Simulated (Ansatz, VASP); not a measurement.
ZnS: VASP beside Ansatz

The input INCAR:

```
SYSTEM = ZnS
ALGO = Normal
EDIFF = 1E-6
ENCUT = 520
GGA = PE
ISIF = 2
ISMEAR = -1
LASPH = .True.
LCHARG = .False.
LREAL = .False.
LWAVE = .False.
NBANDS = 26
NELM = 100
PREC = Accurate
SIGMA = 0.03
```

Contents of KPOINTS:

```
k-points
0
Gamma
  8 8 5
  0 0 0
```

File POSCAR:

```
ZnS
1.0
    3.7338632646      0.0000000000      0.0000000000
   -1.8669316323      3.2336204414      0.0000000000
    0.0000000000      0.0000000000      6.1078223651
Zn S
2 2
Direct
    0.3333333333      0.6666666667      0.0000000000
    0.6666666667      0.3333333333      0.5000000000
    0.3333333333      0.6666666667      0.3850000000
    0.6666666667      0.3333333333      0.8850000000
```

Input for Ansatz:

```yaml
crystal:
  lattice:
    - [3.7338632646, 0.0, 0.0]
    - [-1.8669316323, 3.2336204414, 0.0]
    - [0.0, 0.0, 6.1078223651]
  atoms:
    - { symbol: Zn, position: [0.3333333333, 0.6666666667, 0.0] }
    - { symbol: Zn, position: [0.6666666667, 0.3333333333, 0.5] }
    - { symbol: S, position: [0.3333333333, 0.6666666667, 0.385] }
    - { symbol: S, position: [0.6666666667, 0.3333333333, 0.885] }
kpoints:
  mp_grid: { grid: [8, 8, 5] }
scf:
  occupations: { method: fermi_dirac, width: 0.03 }
hamiltonian:
  xc: pbe
  pseudopotentials: { kind: all_electron, lapw: { basis_error: 0.001 } }
output:
  forces: true
  stress: true
  eigenvalues: true
```

Change from the starting cell: volume scaled by 0.9405.

Alike in both runs: task single point; functional PBE; k mesh 8 × 8 × 5; occupations fermi-dirac, width 0.03 eV; no spin polarisation.

|  | VASP | Ansatz |
| --- | --- | --- |
| version | VASP 6.6.1 | Ansatz 0.2.0 |
| potentials or method | VASP PAW PBE potentials, release 64 (Zn, S), cutoff 520 eV | all-electron LAPW, scalar-relativistic |

|  | VASP | Ansatz | Ansatz less VASP |
| --- | --- | --- | --- |
| gap on the k mesh at the Fermi level (eV) | 2.55 | 2.54 | -0.005 |
| pressure (GPa) | 8.1 | 7.9 | -0.20 |
| traceless stress, the component that is largest in VASP (GPa) | -2.05 | -2.02 | +0.028 |
| rms of the force components (eV/Å) | 0.232 | 0.230 | -0.0021 |

Atom by atom the forces differ by 0.002 eV/Å (rms over components). Ansatz ran all-electron here, and VASP with PAW potentials.
